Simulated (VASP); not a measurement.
# CuF (P6_3/mmc) in VASP: settings compared, part 2 of 2

VASP 6.6.1. Earlier steps stand in the parts before.

**5. Single point, PBEsol**

This run uses another cell than the first one, of 11.40 Å³/atom.

File INCAR:

```
ALGO = Normal
EDIFF = 1E-7
ENCUT = 520
GGA = PS
ISIF = 2
ISMEAR = -1
LASPH = T
LCHARG = F
LREAL = F
LWAVE = F
NBANDS = 26
NELM = 60
PREC = Accurate
SIGMA = 0.02
```

File KPOINTS:

```
k-points
0
Gamma
  12 12 4
```

File POSCAR:

```
CuF
1.0
    3.2105116918      0.0000000000      0.0000000000
   -1.6052558459      2.7803846843      0.0000000000
    0.0000000000      0.0000000000      5.1105436046
Cu F
2 2
Direct
    0.0000000000      0.0000000000      0.0000000000
    0.0000000000      0.0000000000      0.5000000000
    0.3333333333      0.6666666667      0.2500000000
    0.6666666667      0.3333333333      0.7500000000
```

Potentials or basis: VASP PAW PBE potentials, release 64 (Cu, F).

The run is started by

```console
$ cat potpaw_PBE.64/Cu/POTCAR potpaw_PBE.64/F/POTCAR > POTCAR
$ mpirun -np 1 vasp_std > vasp.out
```

OUTCAR:

```text
EDIFF = 1E-7
   ENCUT = 520
   GGA = PS
   ISIF = 2
   ISMEAR = -1
   LASPH = T
   LREAL = F
   NELM = 60
   PREC = Accurate

 ion  position               nearest neighbor table
   1  0.000  0.000  0.000-   3 2.25   4 2.25   4 2.25   3 2.25   4 2.25   3 2.25   2 2.56   2 2.56

   2  0.000  0.000  0.500-   3 2.25   4 2.25   4 2.25   3 2.25   4 2.25   3 2.25   1 2.56   1 2.56

   3  0.333  0.667  0.250-   1 2.25   2 2.25   1 2.25   2 2.25   1 2.25   2 2.25
   4  0.667  0.333  0.750-   1 2.25   2 2.25   1 2.25   2 2.25   1 2.25   2 2.25

  LATTYP: Found a hexagonal cell.
 ALAT       =     3.2105116918
 C/A-ratio  =     1.5918159145

  Lattice vectors:

 A1 = (   3.2105116918,   0.0000000000,   0.0000000000)
 A2 = (  -1.6052558459,   2.7803846843,   0.0000000000)
 A3 = (   0.0000000000,   0.0000000000,   5.1105436046)

Analysis of symmetry for initial positions (statically):
=====================================================================
 Subroutine PRICEL returns:
 Original cell was already a primitive cell.
[... 169 lines left out ...]
  ---------------------------------------------------
  ext. energy  EPLUGINS =         0.00000000
  ---------------------------------------------------
  free energy    TOTEN  =       -15.45749246 eV

  energy without entropy =      -15.45276856  energy(sigma->0) =      -15.45513051

 E-fermi :   4.2865     XC(G=0): -11.3950

 val. band max:        4.2781138091   @ k =   0.3333   0.3333   0.5000
 cond. band min:       4.2943757948   @ k =   0.4167   0.0000   0.0000
 fundamental gap:      0.0162619857
 Fermi energy:         4.2864874064

 k-point     1 :       0.0000    0.0000    0.0000
  band No.  band energies     occupation
      1     -20.1573      2.00000
      2     -19.7874      2.00000
      3      -3.4910      2.00000
      4      -1.7455      2.00000
      5      -1.7455      2.00000
      6      -0.9675      2.00000
[... 685 lines left out ...]
     25      16.6869      0.00000
     26      17.2286      0.00000

 [... further k-points ...]
[... 5 lines left out ...]
  --------------------------------------------------------------------------------------
  -------------------------------------------------------------------------------------
  Total       -0.0270509     -0.0270509      0.0036106      0.0000000      0.0000000     -0.0000000
  in kB       -0.9500502     -0.9500502      0.1268059      0.0000000      0.0000000     -0.0000000
  external PRESSURE =      -0.5910982 kB  Pullay stress =       0.0000000 kB

 VOLUME and BASIS-vectors are now :
 -----------------------------------------------------------------------------
  energy-cutoff  :      520.00
  volume of cell :       45.62
      direct lattice vectors                 reciprocal lattice vectors
     3.210511692  0.000000000  0.000000000     0.311476829  0.179831231  0.000000000
    -1.605255846  2.780384684  0.000000000     0.000000000  0.359662462  0.000000000
     0.000000000  0.000000000  5.110543605     0.000000000  0.000000000  0.195673900

 POSITION                                       TOTAL-FORCE (eV/Angst)
 -----------------------------------------------------------------------------------
      0.00000      0.00000      0.00000        -0.000000      0.000000     -0.000000
      0.00000      0.00000      2.55527        -0.000000      0.000000     -0.000000
     -0.00000      1.85359      1.27764         0.000000      0.000000     -0.000000
      1.60526      0.92679      3.83291        -0.000000     -0.000000      0.000000
 -----------------------------------------------------------------------------------
    total drift:                               -0.000000      0.000000     -0.000000

  FREE ENERGIE OF THE ION-ELECTRON SYSTEM (eV)
  ---------------------------------------------------
  free  energy   TOTEN  =       -15.4574924640 eV

  energy  without entropy=      -15.4527685632  energy(sigma->0) =      -15.45513051
```

OSZICAR:

```text
N       E                     dE             d eps       ncg     rms          rms(c)
DAV:   1     0.350104274100E+03    0.35010E+03   -0.17840E+04  3134   0.213E+03
DAV:   2     0.266442137805E+02   -0.32346E+03   -0.30277E+03  3034   0.418E+02
DAV:   3    -0.154220685409E+02   -0.42066E+02   -0.40488E+02  3396   0.168E+02
DAV:   4    -0.168174275842E+02   -0.13954E+01   -0.13846E+01  3744   0.330E+01
DAV:   5    -0.168358139656E+02   -0.18386E-01   -0.18383E-01  3546   0.337E+00    0.784E+00
DAV:   6    -0.162248881280E+02    0.61093E+00   -0.94077E+00  4024   0.591E+01    0.676E+00
DAV:   7    -0.154687076292E+02    0.75618E+00   -0.29938E+00  3872   0.396E+01    0.173E+00
DAV:   8    -0.154658401134E+02    0.28675E-02   -0.25297E-01  3998   0.413E+00    0.601E-01
DAV:   9    -0.154578251185E+02    0.80150E-02   -0.15284E-02  3848   0.182E+00    0.190E-01
DAV:  10    -0.154575256949E+02    0.29942E-03   -0.52200E-03  4188   0.117E+00    0.101E-01
DAV:  11    -0.154575153697E+02    0.10325E-04   -0.69289E-04  4168   0.519E-01    0.430E-02
DAV:  12    -0.154574924907E+02    0.22879E-04   -0.77442E-05  4194   0.125E-01    0.110E-02
DAV:  13    -0.154574925917E+02   -0.10095E-06   -0.19748E-05  3628   0.344E-02    0.474E-03
DAV:  14    -0.154574925083E+02    0.83383E-07   -0.13056E-06  4004   0.106E-02    0.110E-03
DAV:  15    -0.154574924640E+02    0.44291E-07   -0.73640E-08  1550   0.471E-03
   1 F= -.15457492E+02 E0= -.15455131E+02  d E =-.472390E-02
```

stdout:

```text
POSCAR found type information on POSCAR CuF
 POSCAR found :  2 types and       4 ions
 scaLAPACK will be used
 -----------------------------------------------------------------------------
|                                                                             |
|                                                                             |
|     You enforced a specific xc type in the INCAR file but a different       |
|     I HOPE YOU KNOW WHAT YOU ARE DOING!                                     |
|                                                                             |
 -----------------------------------------------------------------------------

 LDA part: xc-table for (Slater+PW92), standard interpolation
 POSCAR, INCAR and KPOINTS ok, starting setup
 FFT: planning ... GRIDC
 FFT: planning ... GRID_SOFT
 FFT: planning ... GRID
 WAVECAR not read
 entering main loop
```

It took 31 s on 1 thread of Intel Xeon Platinum 8488C (Sapphire Rapids), shared host; peak memory 0.19 GiB.

What came out:

| Property | Result |
| --- | --- |
| Free energy | -15.4575 eV |
| Pressure | -0.1 GPa |
| Band gap on the k mesh | zero (bands 18 and 19 overlap by 0.23 eV) |

Stress tensor (GPa, compression positive):
```
-0.10  0.00  0.00
 0.00 -0.10  0.00
 0.00  0.00  0.01
```

Caveat: semilocal functionals underestimate gaps, and a narrow one can read as zero; the PAW data sets were made with another functional, which shifts forces and pressure a little. With open d or f shells a metallic result of PBEsol can be an artefact of self-interaction; +U or a hybrid may open a gap.

**6. Overview**

| level | potentials or basis | cell | gap on the mesh (eV) | pressure (GPa) |
| --- | --- | --- | --- | --- |
| PBE | VASP PAW PBE potentials, release 64 (Cu, F) | a = 2.763, b = 2.763, c = 6.402 Å, angles 90.0, 90.0, 120.0°, 4 atoms | none | 6.3 |
| LDA | VASP PAW LDA potentials, release 64 (Cu, F) | a = 2.763, b = 2.763, c = 6.402 Å, angles 90.0, 90.0, 120.0°, 4 atoms | none | -7.4 |
| LDA | VASP PAW LDA potentials, release 64 (Cu, F) | a = 3.153, b = 3.153, c = 5.011 Å, angles 90.0, 90.0, 120.0°, 4 atoms | none | 0.2 |
| PBEsol | VASP PAW PBE potentials, release 64 (Cu, F) | a = 3.211, b = 3.211, c = 5.111 Å, angles 90.0, 90.0, 120.0°, 4 atoms | none | -0.1 |

Alike in all rows: task single point; no spin polarisation; k mesh 12 × 12 × 4; cutoff (eV) 520; smearing fermi-dirac 0.02 eV.

Caveats: semilocal functionals underestimate gaps, and a narrow one can read as zero; the cell stands under pressure (at least some runs); the cell stands under tension (at least some runs); the PAW data sets were made with another functional, which shifts forces and pressure a little (at least some runs).

Total energies depend on the potentials used, so only differences within one code and one set of settings carry meaning.

The gap in the log of VASP goes by the Fermi energy; the results here count the filled bands.